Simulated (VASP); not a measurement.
# HCl (Fm-3m) in VASP: single point with r2SCAN

Aim: the single point of HCl with r2SCAN.

All numbers are computed with VASP 6.6.1; they aren't measurements. Logs are shortened: lines on timing, memory, paths and dates and some standing lists are left out, and cuts for length are marked.

### Step 1. The cell of the first run

The structure is cubic, space group Fm-3m (No. 225). Conventional cell: a = 5.037 Å, b = 5.037 Å, c = 5.037 Å, α = 90.00°, β = 90.00°, γ = 90.00°. H (site symmetry m-3m) has 6 Cl at 2.52 Å within 3.3 Å. Cl (site symmetry m-3m) has 6 H at 2.52 Å within 3.3 Å.

### Step 2. Single point, r2SCAN (strain -0.080 along x and y, -0.080 along z)

Input file POSCAR:

```
HCl
1.0
    0.0000000000      2.5185000000      2.5185000000
    2.5185000000      0.0000000000      2.5185000000
    2.5185000000      2.5185000000      0.0000000000
H Cl
1 1
Direct
    0.0000000000      0.0000000000      0.0000000000
    0.5000000000      0.5000000000      0.5000000000
```

Input file INCAR.step1:

```
PREC = Accurate ; ENCUT = 520
ISMEAR = 0 ; SIGMA = 0.15
LREAL = F ; LASPH = T
NELM = 100 ; NBANDS = 11
GGA = PE ; ALGO = Normal
EDIFF = 1E-4 ; LWAVE = T
LCHARG = F
```

Input file INCAR.step2:

```
PREC = Accurate ; ENCUT = 520
EDIFF = 1E-7 ; ISMEAR = 0
SIGMA = 0.15 ; LREAL = F
LASPH = T ; NELM = 100
ALGO = Normal ; ISIF = 2
LWAVE = F ; LCHARG = F
METAGGA = R2SCAN ; LMIXTAU = T
NBANDS = 11 ; ISTART = 1
```

Input file KPOINTS:

```
regular mesh
0
Gamma
  16 16 16
```

Potentials or basis: VASP PAW PBE potentials, release 64 (H, Cl).

Run with:

```sh
$ cat potpaw_PBE.64/H/POTCAR potpaw_PBE.64/Cl/POTCAR > POTCAR
$ cp INCAR.step1 INCAR
$ mpirun -np 1 vasp_std > vasp.out
$ cp INCAR.step2 INCAR
$ mpirun -np 1 vasp_std > vasp.out
```

OUTCAR:

```text
PREC = Accurate
   ENCUT = 520
   EDIFF = 1E-7
   ISMEAR = 0
   LREAL = F
   LASPH = T
   NELM = 100
   ISIF = 2
   METAGGA = R2SCAN
   ISTART = 1

 ion  position               nearest neighbor table
   1  0.000  0.000  0.000-
   2  0.500  0.500  0.500-

  LATTYP: Found a face centered cubic cell.
 ALAT       =     5.0370000000

  Lattice vectors:

 A1 = (   0.0000000000,   2.5185000000,   2.5185000000)
 A2 = (   2.5185000000,   0.0000000000,   2.5185000000)
 A3 = (   2.5185000000,   2.5185000000,   0.0000000000)

Analysis of symmetry for initial positions (statically):
=====================================================================
 Subroutine PRICEL returns:
 Original cell was already a primitive cell.

 Routine SETGRP: Setting up the symmetry group for a
 face centered cubic supercell.

 Subroutine GETGRP returns: Found 48 space group operations
 (whereof 48 operations were pure point group operations)
 out of a pool of 48 trial point group operations.

The static configuration has the point symmetry O_h .

Analysis of symmetry for dynamics (positions and initial velocities):
=====================================================================
 Subroutine PRICEL returns:
 Original cell was already a primitive cell.

 Routine SETGRP: Setting up the symmetry group for a
 face centered cubic supercell.

 Subroutine GETGRP returns: Found 48 space group operations
 (whereof 48 operations were pure point group operations)
 out of a pool of 48 trial point group operations.

The dynamic configuration has the point symmetry O_h .

 Subroutine INISYM returns: Found 48 space group operations
 (whereof 48 operations are pure point group operations),
 and found     1 'primitive' translations

----------------------------------------------------------------------------------------

                                     Primitive cell

  volume of cell :      31.9489

  direct lattice vectors                    reciprocal lattice vectors
     0.000000000  2.518500000  2.518500000    -0.198530872  0.198530872  0.198530872
     2.518500000  0.000000000  2.518500000     0.198530872 -0.198530872  0.198530872
     2.518500000  2.518500000  0.000000000     0.198530872  0.198530872 -0.198530872

  length of vectors
     3.561696857  3.561696857  3.561696857     0.343865556  0.343865556  0.343865556

  position of ions in fractional coordinates (direct lattice)
     0.000000000  0.000000000  0.000000000
     0.500000000  0.500000000  0.500000000
[... 78 lines left out ...]
   LREAL  =      F    real-space projection
   EDIFFG = 0.1E-05   stopping-criterion for IOM
   NSW    =      0    number of steps for IOM
   IBRION =     -1    ionic relax: 0-MD 1-quasi-New 2-CG
   NFREE  =      0    steps in history (QN), initial steepest desc. (CG)
   ISIF   =      2    stress and relaxation
   ISYM   =      2    0-nonsym 1-usesym 2-fastsym
   POTIM  = 0.5000    time-step for ionic-motion
   TEBEG  =    0.0;   TEEND  =   0.0 temperature during run
   PSTRESS=    0.0 pullay stress
   NELECT =       8.0000    total number of electrons
   NUPDOWN=      -1.0000    fix difference up-down
   EMIN   =  10.00;   EMAX   =-10.00  energy-range for DOS
   EFERMI =   0.00;   METHOD = LEGACY
   ISMEAR =     0;   SIGMA  =   0.15  broadening in eV -4-tet -1-fermi 0-gaus
   EFERMI_NEDOS =   21; number of points for ismear=-14 and -15
   IALGO  =     38    algorithm
   IMIX   =      4    mixing-type and parameters
     AMIX     =   0.40;   BMIX     =  1.00
     AMIX_MAG =   1.60;   BMIX_MAG =  1.00
  volume/ion in A,a.u.               =      15.97       107.80
  Fermi-wavevector in a.u.,A,eV,Ry     =   1.031857  1.949927 14.486517  1.064729
  Thomas-Fermi vector in A             =   2.166026
   LORBIT       =      0    0 simple, 1 ext, 2 COOP (PROOUT), +10 PAW based schemes
   METAGGA = R2SCAN    functional components
   LHFCALC =     F    Hartree Fock is set to
   AEXX    =    0.0000 exact exchange contribution
   IVDW    =     0    specifies the selected vdW correction
   LEPSILON=     F    determine dielectric tensor
   LRPA    =     F    only Hartree local field effects (RPA)
 non-spin polarized calculation
 Gauss-broadening in eV      SIGMA  =   0.15
  energy-cutoff  :      520.00
  volume of cell :       31.95
 maximum number of plane-waves:       882
   NGX = 13   NGY = 13   NGZ = 13

 number of electron       8.0000000 magnetization

 Free energy of the ion-electron system (eV)
  ---------------------------------------------------
  ext. energy  EPLUGINS =         0.00000000
  ---------------------------------------------------
  free energy    TOTEN  =        -7.65229650 eV

  energy without entropy =       -7.64930668  energy(sigma->0) =       -7.65080159

 E-fermi :  -0.7055     XC(G=0):  -9.0799

 val. band max:       -0.7259905358   @ k =   0.5000   0.4375   0.0000
 cond. band min:      -0.5415434569   @ k =  -0.4375   0.5000   0.0625
 fundamental gap:      0.1844470788
 Fermi energy:        -0.7054520035

 k-point     1 :       0.0000    0.0000    0.0000
  band No.  band energies     occupation
      1     -15.3022      2.00000
      2      -0.8059      1.65645
      3      -0.8059      1.65645
      4      -0.8059      1.65645
      5      -0.4646      0.02317
      6      12.8419      0.00000
      7      12.8419      0.00000
      8      12.8419      0.00000
      9      13.6499      0.00000
     10      15.6523      0.00000
     11      15.6523      0.00000
[... 309 lines left out ...]
 k-point    24 :      -0.0625    0.0625    0.0000
  band No.  band energies     occupation
      1     -15.2319      2.00000
      2      -1.8698      2.00000
      3      -0.8962      1.92790
      4      -0.8105      1.67784
      5       0.5119      0.00000
      6      12.3221      0.00000
      7      12.5682      0.00000
      8      13.0045      0.00000
      9      13.6335      0.00000
     10      14.5666      0.00000
     11      15.5120      0.00000

 [... further k-points ...]
[... 5 lines left out ...]
  --------------------------------------------------------------------------------------
  -------------------------------------------------------------------------------------
  Total       -2.0176887     -2.0176887     -2.0176887      0.0000000      0.0000000     -0.0000000
  in kB     -101.1833108   -101.1833108   -101.1833108      0.0000000      0.0000000     -0.0000000
  external PRESSURE =    -101.1833108 kB  Pullay stress =       0.0000000 kB

 VOLUME and BASIS-vectors are now :
 -----------------------------------------------------------------------------
  energy-cutoff  :      520.00
  volume of cell :       31.95
      direct lattice vectors                 reciprocal lattice vectors
     0.000000000  2.518500000  2.518500000    -0.198530872  0.198530872  0.198530872
     2.518500000  0.000000000  2.518500000     0.198530872 -0.198530872  0.198530872
     2.518500000  2.518500000  0.000000000     0.198530872  0.198530872 -0.198530872

 POSITION                                       TOTAL-FORCE (eV/Angst)
 -----------------------------------------------------------------------------------
      0.00000      0.00000      0.00000        -0.000000     -0.000000      0.000000
      2.51850      2.51850      2.51850         0.000000      0.000000      0.000000
 -----------------------------------------------------------------------------------
    total drift:                                0.000000      0.000000      0.000000

  FREE ENERGIE OF THE ION-ELECTRON SYSTEM (eV)
  ---------------------------------------------------
  free  energy   TOTEN  =        -7.6522964962 eV

  energy  without entropy=       -7.6493066780  energy(sigma->0) =       -7.65080159
```

Run time: 2.4 min. Hardware: 1 thread of Intel Xeon 6975P-C (Granite Rapids), shared host; peak memory 0.19 GiB.

What came out:

```yaml
Free_energy: -7.6523 eV
Pressure: -10.1 GPa
Band_gap_on_the_k_mesh: zero (bands 4 and 5 overlap by 0.28 eV)
```

Caveat: the cell differs from its parent crystal (strain -0.080 along x and y, -0.080 along z); the cell stands under tension; the PAW data sets were made with another functional, which shifts forces and pressure a little.
